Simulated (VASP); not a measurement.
# Pt (Im-3m) in VASP: notebook

Pt is run at these levels: r2SCAN; tasks: single point.

All numbers are computed with VASP 6.6.1; they aren't measurements. Logs are shortened: lines on timing, memory, paths and dates and some standing lists are left out, and cuts for length are marked.

### 1 The cell of the first run

The structure is cubic, space group Im-3m (No. 229). Conventional cell: a = 3.073 Å, b = 3.073 Å, c = 3.073 Å, α = 90.00°, β = 90.00°, γ = 90.00°. Pt (site symmetry m-3m) has 14 Pt at 2.66 to 3.07 Å within 3.5 Å.

### 2 Single point, r2SCAN (strain -0.030 along x and y, -0.030 along z)

The input, POSCAR:

```
Pt
1.0
   -1.5366934000      1.5366934000      1.5366934000
    1.5366934000     -1.5366934000      1.5366934000
    1.5366934000      1.5366934000     -1.5366934000
Pt
1
Direct
    0.0000000000      0.0000000000      0.0000000000
```

The input, INCAR.step1:

```
PREC = Accurate
ENCUT = 520
ISMEAR = 0
SIGMA = 0.15
LREAL = False
LASPH = True
NELM = 100
NBANDS = 11
GGA = PE
ALGO = Normal
EDIFF = 1E-4
LWAVE = True
LCHARG = False
```

The input, INCAR.step2:

```
PREC = Accurate
ENCUT = 520
EDIFF = 1E-6
ISMEAR = 0
SIGMA = 0.15
LREAL = False
LASPH = True
NELM = 100
ALGO = Normal
ISIF = 2
LWAVE = False
LCHARG = False
METAGGA = R2SCAN
LMIXTAU = True
NBANDS = 11
ISTART = 1
```

The input, KPOINTS:

```
Automatic mesh
0
Gamma
  22 22 22
```

Potentials or basis: VASP PAW PBE potentials, release 64 (Pt).

Launch:

```
cat potpaw_PBE.64/Pt/POTCAR > POTCAR
cp INCAR.step1 INCAR
mpirun -np 1 vasp_std > vasp.out
cp INCAR.step2 INCAR
mpirun -np 1 vasp_std > vasp.out
```

OUTCAR:

```text
PREC = Accurate
   ENCUT = 520
   EDIFF = 1E-6
   ISMEAR = 0
   LREAL = False
   LASPH = True
   NELM = 100
   ISIF = 2
   METAGGA = R2SCAN
   ISTART = 1

 ion  position               nearest neighbor table
   1  0.000  0.000  0.000-

  LATTYP: Found a body centered cubic cell.
 ALAT       =     3.0733868000

  Lattice vectors:

 A1 = (  -1.5366934000,   1.5366934000,   1.5366934000)
 A2 = (   1.5366934000,  -1.5366934000,   1.5366934000)
 A3 = (   1.5366934000,   1.5366934000,  -1.5366934000)

Analysis of symmetry for initial positions (statically):
=====================================================================
 Subroutine PRICEL returns:
 Original cell was already a primitive cell.

 Routine SETGRP: Setting up the symmetry group for a
 body centered cubic supercell.

 Subroutine GETGRP returns: Found 48 space group operations
 (whereof 48 operations were pure point group operations)
 out of a pool of 48 trial point group operations.

The static configuration has the point symmetry O_h .

Analysis of symmetry for dynamics (positions and initial velocities):
=====================================================================
 Subroutine PRICEL returns:
 Original cell was already a primitive cell.

 Routine SETGRP: Setting up the symmetry group for a
 body centered cubic supercell.

 Subroutine GETGRP returns: Found 48 space group operations
 (whereof 48 operations were pure point group operations)
 out of a pool of 48 trial point group operations.

The dynamic configuration has the point symmetry O_h .

 Subroutine INISYM returns: Found 48 space group operations
 (whereof 48 operations are pure point group operations),
 and found     1 'primitive' translations

----------------------------------------------------------------------------------------

                                     Primitive cell

  volume of cell :      14.5152

  direct lattice vectors                    reciprocal lattice vectors
    -1.536693400  1.536693400  1.536693400     0.000000000  0.325373949  0.325373949
     1.536693400 -1.536693400  1.536693400     0.325373949  0.000000000  0.325373949
     1.536693400  1.536693400 -1.536693400     0.325373949  0.325373949  0.000000000

  length of vectors
     2.661631044  2.661631044  2.661631044     0.460148252  0.460148252  0.460148252

[... 77 lines left out ...]
   NELM   =    100;   NELMIN=  2; NELMDL=  0     # of ELM steps
   EDIFF  = 0.1E-05   stopping-criterion for ELM
   LREAL  =      F    real-space projection
   EDIFFG = 0.1E-04   stopping-criterion for IOM
   NSW    =      0    number of steps for IOM
   IBRION =     -1    ionic relax: 0-MD 1-quasi-New 2-CG
   NFREE  =      0    steps in history (QN), initial steepest desc. (CG)
   ISIF   =      2    stress and relaxation
   ISYM   =      2    0-nonsym 1-usesym 2-fastsym
   POTIM  = 0.5000    time-step for ionic-motion
   TEBEG  =    0.0;   TEEND  =   0.0 temperature during run
   PSTRESS=    0.0 pullay stress
   NELECT =      10.0000    total number of electrons
   NUPDOWN=      -1.0000    fix difference up-down
   EMIN   =  10.00;   EMAX   =-10.00  energy-range for DOS
   EFERMI =   0.00;   METHOD = LEGACY
   ISMEAR =     0;   SIGMA  =   0.15  broadening in eV -4-tet -1-fermi 0-gaus
   EFERMI_NEDOS =   21; number of points for ismear=-14 and -15
   IALGO  =     38    algorithm
   IMIX   =      4    mixing-type and parameters
     AMIX     =   0.40;   BMIX     =  1.00
     AMIX_MAG =   1.60;   BMIX_MAG =  1.00
  volume/ion in A,a.u.               =      14.52        97.95
  Fermi-wavevector in a.u.,A,eV,Ry     =   1.445887  2.732330 28.444183  2.090588
  Thomas-Fermi vector in A             =   2.564018
   LORBIT       =      0    0 simple, 1 ext, 2 COOP (PROOUT), +10 PAW based schemes
   METAGGA = R2SCAN    functional components
   LHFCALC =     F    Hartree Fock is set to
   AEXX    =    0.0000 exact exchange contribution
   IVDW    =     0    specifies the selected vdW correction
   LEPSILON=     F    determine dielectric tensor
   LRPA    =     F    only Hartree local field effects (RPA)
 non-spin polarized calculation
 Gauss-broadening in eV      SIGMA  =   0.15
  energy-cutoff  :      520.00
  volume of cell :       14.52
 maximum number of plane-waves:       403
   NGX =  9   NGY =  9   NGZ =  9

 number of electron      10.0000003 magnetization

 Free energy of the ion-electron system (eV)
  ---------------------------------------------------
  ext. energy  EPLUGINS =         0.00000000
  ---------------------------------------------------
  free energy    TOTEN  =       -51.34997500 eV

  energy without entropy =      -51.33870833  energy(sigma->0) =      -51.34434167

 E-fermi :  11.5052     XC(G=0): -14.8821

 val. band max:       11.5038450697   @ k =  -0.3636   0.4545   0.0909
 cond. band min:      11.5203601514   @ k =  -0.2273   0.3636   0.0455
 fundamental gap:      0.0165150817
 Fermi energy:        11.5052051884

 k-point     1 :       0.0000    0.0000    0.0000
  band No.  band energies     occupation
      1       0.8525      2.00000
      2       7.4258      2.00000
      3       7.4258      2.00000
      4       7.4258      2.00000
      5      10.2647      2.00000
      6      10.2647      2.00000
      7      29.5716      0.00000
      8      29.5716      0.00000
      9      29.5716      0.00000
     10      41.1250      0.00000
     11      41.1250      0.00000
[... 309 lines left out ...]
 k-point    24 :       0.1364    0.0909    0.0000
  band No.  band energies     occupation
      1       2.5038      2.00000
      2       6.9112      2.00000
      3       7.1432      2.00000
      4       8.9873      2.00000
      5       9.6605      2.00000
      6      10.4084      2.00000
      7      29.6491      0.00000
      8      29.7890      0.00000
      9      31.4109      0.00000
     10      34.6578      0.00000
     11      36.4410      0.00000

 [... further k-points ...]
[... 5 lines left out ...]
  --------------------------------------------------------------------------------------
  -------------------------------------------------------------------------------------
  Total        1.8890014      1.8890014      1.8890014      0.0000000      0.0000000      0.0000000
  in kB      208.5072651    208.5072651    208.5072651      0.0000000      0.0000000      0.0000000
  external PRESSURE =     208.5072651 kB  Pullay stress =       0.0000000 kB

 VOLUME and BASIS-vectors are now :
 -----------------------------------------------------------------------------
  energy-cutoff  :      520.00
  volume of cell :       14.52
      direct lattice vectors                 reciprocal lattice vectors
    -1.536693400  1.536693400  1.536693400     0.000000000  0.325373949  0.325373949
     1.536693400 -1.536693400  1.536693400     0.325373949  0.000000000  0.325373949
     1.536693400  1.536693400 -1.536693400     0.325373949  0.325373949  0.000000000

 POSITION                                       TOTAL-FORCE (eV/Angst)
 -----------------------------------------------------------------------------------
      0.00000      0.00000      0.00000         0.000000      0.000000     -0.000000
 -----------------------------------------------------------------------------------
    total drift:                               -0.000000     -0.000000      0.000000

  FREE ENERGIE OF THE ION-ELECTRON SYSTEM (eV)
  ---------------------------------------------------
  free  energy   TOTEN  =       -51.3499750026 eV

  energy  without entropy=      -51.3387083344  energy(sigma->0) =      -51.34434167
```

It took 95 s on 1 thread of AMD EPYC 9R45 (Zen 5), shared host; peak memory 0.14 GiB.

What came out:

| Quantity | Value |
| --- | --- |
| Free energy | -51.3500 eV |
| Pressure | 20.9 GPa |
| Band gap on the k mesh | zero (band 5 reaches 12.78 eV, above the bottom of band 6 at 10.09 eV) |

Levels at points of the mesh, in eV from the Fermi level:
```tsv
k point	band 3	band 4	band 5	band 6	band 7	band 8
(0.00, 0.00, 0.00)	-4.08	-4.08	-1.24	-1.24	18.07	18.07
(0.50, 0.00, 0.00)	-1.41	-0.85	0.19	1.32	7.44	14.08
(0.50, 0.50, 0.50)	0.69	0.69	0.69	8.36	8.36	8.36
```

Caveat: the cell differs from its parent crystal (strain -0.030 along x and y, -0.030 along z); the PAW data sets were made with another functional, which shifts forces and pressure a little; spin-orbit coupling is left out, which moves the levels of the heavy elements.

### 3 Single point, r2SCAN (strain -0.015 along x and y, -0.015 along z)

The input, POSCAR:

```
Pt
1.0
   -1.5604567000      1.5604567000      1.5604567000
    1.5604567000     -1.5604567000      1.5604567000
    1.5604567000      1.5604567000     -1.5604567000
Pt
1
Direct
    0.0000000000      0.0000000000      0.0000000000
```

The input, INCAR.step1:

```
ALGO     = Normal         # electronic algorithm
EDIFF    = 1E-4           # SCF threshold, eV
ENCUT    = 520            # plane-wave cutoff, eV
GGA      = PE             # functional
ISMEAR   = 0              # smearing method
LASPH    = True           # aspherical terms in the spheres
LCHARG   = False          # write CHGCAR
LREAL    = False          # projectors in reciprocal space
LWAVE    = True           # write WAVECAR
NBANDS   = 11             # bands
NELM     = 80             # most SCF steps
PREC     = Accurate       # precision mode
SIGMA    = 0.15           # smearing width, eV
```

The input, INCAR.step2:

```
ALGO     = Normal         # electronic algorithm
EDIFF    = 1E-7           # SCF threshold, eV
ENCUT    = 520            # plane-wave cutoff, eV
ISIF     = 2              # what is computed and relaxed
ISMEAR   = 0              # smearing method
ISTART   = 1            
LASPH    = True           # aspherical terms in the spheres
LCHARG   = False          # write CHGCAR
LMIXTAU  = True         
LREAL    = False          # projectors in reciprocal space
LWAVE    = False          # write WAVECAR
METAGGA  = R2SCAN         # meta-GGA
NBANDS   = 11             # bands
NELM     = 80             # most SCF steps
PREC     = Accurate       # precision mode
SIGMA    = 0.15           # smearing width, eV
```

The input, KPOINTS:

```
k-points
0
Gamma
  22 22 22
```

Potentials or basis: VASP PAW PBE potentials, release 64 (Pt).

Launch:

```
cat potpaw_PBE.64/Pt/POTCAR > POTCAR
cp INCAR.step1 INCAR
mpirun -np 1 vasp_std > vasp.out
cp INCAR.step2 INCAR
mpirun -np 1 vasp_std > vasp.out
```

Run time: 2 min. Hardware: 1 thread of AMD EPYC 9R45 (Zen 5), shared host; peak memory 0.14 GiB.

Results (log left out):

| Quantity | Value |
| --- | --- |
| Free energy | -51.4054 eV |
| Pressure | 5.7 GPa |
| Band gap on the k mesh | zero (band 5 reaches 11.80 eV, above the bottom of band 6 at 9.32 eV) |

Levels at points of the mesh, in eV from the Fermi level:
| k point | band 2 | band 3 | band 4 | band 5 | band 6 | band 7 | band 8 | band 9 |
| --- | --- | --- | --- | --- | --- | --- | --- | --- |
| (0.00, 0.00, 0.00) | -3.81 | -3.81 | -3.81 | -1.16 | -1.16 | 18.10 | 18.10 | 18.10 |
| (0.50, 0.00, 0.00) | -5.37 | -1.33 | -0.81 | 0.34 | 1.21 | 6.99 | 14.10 | 17.00 |
| (0.50, 0.50, 0.50) | -6.69 | 0.63 | 0.63 | 0.63 | 8.23 | 8.23 | 8.23 | 14.07 |

Caveat: the cell differs from its parent crystal (strain -0.015 along x and y, -0.015 along z); the PAW data sets were made with another functional, which shifts forces and pressure a little; spin-orbit coupling is left out, which moves the levels of the heavy elements.
